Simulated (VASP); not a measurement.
# C in VASP: relaxation of the atoms with PBE

Aim: the relaxation of the atoms of C with PBE.

Everything below comes from runs of VASP 6.6.1. Logs are shortened: lines on timing, memory, paths and dates and some standing lists are left out, and cuts for length are marked.

## 1. The cell of the first run

The cell holds a slab with vacuum, 6 atoms: a = 2.526 Å, b = 3.572 Å, c = 18.526 Å, α = 90.00°, β = 90.00°, γ = 90.00°.

## 2. Relaxation of the atoms, PBE

Input file INCAR:

```
SYSTEM = C
  ALGO = Normal
  DIPOL = 0.5 0.5 0.500
  EDIFF = 1E-7
  EDIFFG = -0.01
  ENCUT = 520
  GGA = PE
  IBRION = 2
  IDIPOL = 3
  ISIF = 2
  ISMEAR = -1
  LASPH = .TRUE.
  LCHARG = .FALSE.
  LDIPOL = .TRUE.
  LREAL = .FALSE.
  LWAVE = .FALSE.
  NELM = 60
  NSW = 60
  PREC = Accurate
  SIGMA = 0.02
```

Input file KPOINTS:

```
k-points
0
G
  12 8 1
  0 0 0
```

Input file POSCAR:

```
C
1.0
    2.5255274271      0.0000000000      0.0000000000
    0.0000000000      3.5716351395      0.0000000000
    0.0000000000      0.0000000000     18.5255000000
C
6
Direct
    0.7500000000      0.1250000000      0.4318364571
    0.2500000000      0.8750000000      0.4318364571
    0.2500000000      0.6250000000      0.5000000000
    0.7500000000      0.3750000000      0.5000000000
    0.7500000000      0.1250000000      0.5681635429
    0.2500000000      0.8750000000      0.5681635429
```

Potentials or basis: VASP PAW PBE potentials, release 64 (C).

Launch:

```sh
$ cat potpaw_PBE.64/C/POTCAR > POTCAR
$ mpirun -np 1 vasp_std > vasp.out
```

OUTCAR:

```text
SYSTEM = C
   EDIFF = 1E-7
   EDIFFG = -0.01
   ENCUT = 520
   GGA = PE
   IBRION = 2
   ISIF = 2
   ISMEAR = -1
   LASPH = .TRUE.
   LREAL = .FALSE.
   NELM = 60
   NSW = 60
   PREC = Accurate

 ion  position               nearest neighbor table
   1  0.750  0.125  0.432-   2 1.55   2 1.55   4 1.55
   2  0.250  0.875  0.432-   1 1.55   1 1.55   3 1.55
   3  0.250  0.625  0.500-   4 1.55   4 1.55   6 1.55   2 1.55
   4  0.750  0.375  0.500-   3 1.55   3 1.55   5 1.55   1 1.55
   5  0.750  0.125  0.568-   6 1.55   6 1.55   4 1.55
   6  0.250  0.875  0.568-   5 1.55   5 1.55   3 1.55

  LATTYP: Found a simple orthorhombic cell.
 ALAT       =     2.5255274271
 B/A-ratio  =     1.4142135624
 C/A-ratio  =     7.3352994710

  Lattice vectors:

 A1 = (   2.5255274271,   0.0000000000,   0.0000000000)
 A2 = (   0.0000000000,   3.5716351395,   0.0000000000)
 A3 = (   0.0000000000,   0.0000000000,  18.5255000000)

Analysis of symmetry for initial positions (statically):
=====================================================================
 Subroutine PRICEL returns:
 Original cell was already a primitive cell.

 Routine SETGRP: Setting up the symmetry group for a
 simple orthorhombic supercell.

 Subroutine GETGRP returns: Found  8 space group operations
 (whereof  4 operations were pure point group operations)
 out of a pool of  8 trial point group operations.

The static configuration has the point symmetry C_2h.
 The point group associated with its full space group is D_2h.

Analysis of symmetry for dynamics (positions and initial velocities):
=====================================================================
 Subroutine PRICEL returns:
 Original cell was already a primitive cell.

 Routine SETGRP: Setting up the symmetry group for a
 simple orthorhombic supercell.

 Subroutine GETGRP returns: Found  8 space group operations
 (whereof  4 operations were pure point group operations)
 out of a pool of  8 trial point group operations.

The dynamic configuration has the point symmetry C_2h.
 The point group associated with its full space group is D_2h.

 Subroutine INISYM returns: Found  8 space group operations
 (whereof  4 operations are pure point group operations),
 and found     1 'primitive' translations

----------------------------------------------------------------------------------------
[... 147 lines left out ...]
  ---------------------------------------------------
  free energy    TOTEN  =       -47.61412430 eV

  energy without entropy =      -47.60954118  energy(sigma->0) =      -47.61183274

------------------------ aborting loop because EDIFF is reached ----------------------------------------

  FORCE on cell =-STRESS in cart. coord.  units (eV):
  Direction    XX          YY          ZZ          XY          YZ          ZX
  --------------------------------------------------------------------------------------
  -------------------------------------------------------------------------------------
  Total       -4.3666937     -6.1606210     -4.9527585     -0.0000000      0.0000000      0.0000000
  in kB      -41.8672270    -59.0671426    -47.4863311     -0.0000000      0.0000000      0.0000000
  external PRESSURE =     -49.4735669 kB  Pullay stress =       0.0000000 kB
[... 101 lines left out ...]
  FREE ENERGIE OF THE ION-ELECTRON SYSTEM (eV)
  ---------------------------------------------------
  free  energy   TOTEN  =       -48.6144759622 eV

  energy  without entropy=      -48.6098058575  energy(sigma->0) =      -48.61214091

[... ionic steps 4 to 10 ...]

--------------------------------------- Ionic step       11  -------------------------------------------

 number of electron      24.0000002 magnetization

 dipolmoment           0.000000      0.000000      0.000000 electrons x Angstroem

------------------------ aborting loop because EDIFF is reached ----------------------------------------

  FORCE on cell =-STRESS in cart. coord.  units (eV):
  Direction    XX          YY          ZZ          XY          YZ          ZX
  --------------------------------------------------------------------------------------
  -------------------------------------------------------------------------------------
  Total       -3.1615842      7.8232117     -0.0559707      0.0000000      0.0000000      0.0000000
  in kB      -30.3128113     75.0078214     -0.5366386      0.0000000      0.0000000      0.0000000
  external PRESSURE =      14.7194572 kB  Pullay stress =       0.0000000 kB
[... 67 lines left out ...]
--------------------------------------- Ionic step       13  -------------------------------------------

 number of electron      24.0000002 magnetization

 dipolmoment           0.000000      0.000000     -0.000000 electrons x Angstroem

 Free energy of the ion-electron system (eV)
  ---------------------------------------------------
  ext. energy  EPLUGINS =         0.00000000
  ---------------------------------------------------
  free energy    TOTEN  =       -48.84490229 eV

  energy without entropy =      -48.84339775  energy(sigma->0) =      -48.84415002

 E-fermi :  -2.7379     XC(G=0):  -3.6916

 val. band max:       -2.7816569182   @ k =   0.0000   0.1250   0.0000
 cond. band min:      -2.7194921166   @ k =   0.3333   0.2500   0.0000
 fundamental gap:      0.0621648015
 Fermi energy:        -2.7379316674

 k-point     1 :       0.0000    0.0000    0.0000
  band No.  band energies     occupation
      1     -23.4100      2.00000
      2     -18.8364      2.00000
      3     -15.8539      2.00000
      4     -14.5353      2.00000
      5     -10.1711      2.00000
      6      -9.4127      2.00000
[... 433 lines left out ...]
      3     -17.8548      2.00000
      4     -12.4179      2.00000
      5     -11.7346      2.00000
      6     -10.5571      2.00000
[... 8 lines left out ...]
     15       4.6967      0.00000
     16       4.9772      0.00000

 [... further k-points ...]

------------------------ aborting loop because EDIFF is reached ----------------------------------------

 vacuum level on the upper side and lower side of the slab       (xc-potential included)        -0.074        -0.074

  FORCE on cell =-STRESS in cart. coord.  units (eV):
  Direction    XX          YY          ZZ          XY          YZ          ZX
  --------------------------------------------------------------------------------------
  -------------------------------------------------------------------------------------
  Total       -3.1619697      7.8228141     -0.0451368     -0.0000000      0.0000000      0.0000000
  in kB      -30.3165078     75.0040092     -0.4327649     -0.0000000      0.0000000      0.0000000
  external PRESSURE =      14.7515788 kB  Pullay stress =       0.0000000 kB
[... 21 lines left out ...]
  FREE ENERGIE OF THE ION-ELECTRON SYSTEM (eV)
  ---------------------------------------------------
  free  energy   TOTEN  =       -48.8449022888 eV

  energy  without entropy=      -48.8433977463  energy(sigma->0) =      -48.84415002

 reached required accuracy - stopping structural energy minimisation

 vacuum level on the upper side and lower side of the slab         3.056         3.056
```

Wall time 19 min (1 thread of Oxide Virtual Turin-like, shared host); peak memory 0.26 GiB.

Results:

* Free energy: -48.8449 eV
* Energy gained by relaxing: 205.1 meV/atom
* Ionic steps: 13
* Band gap on the k mesh: zero (bands 12 and 13 overlap by 0.94 eV)

The path:
```tsv
step	energy change (eV)	largest force (eV/Å)	pressure (GPa)
1	0.0000	4.5760	-4.95
2	0.1410	4.7079	3.72
3	-1.0004	1.0109	-2.05
4	-1.0007	0.9992	-2.13
5	-1.1489	0.6837	-0.52
6	-1.2209	0.7872	1.29
7	-1.1676	2.0810	1.90
8	-1.2307	0.0386	1.44
9	-1.2307	0.0392	1.44
10	-1.2306	0.0623	1.51
11	-1.2308	0.0177	1.47
12	-1.2308	0.0333	1.48
13	-1.2308	0.0016	1.48
```

Final structure:
```
C
1.0
     2.52553    0.00000    0.00000
     0.00000    3.57164    0.00000
     0.00000    0.00000   18.52550
C
6
Direct
  0.75000 0.09731 0.43823
  0.25000 0.90269 0.43823
  0.25000 0.61043 0.50000
  0.75000 0.38956 0.50000
  0.75000 0.09731 0.56177
  0.25000 0.90269 0.56177
```
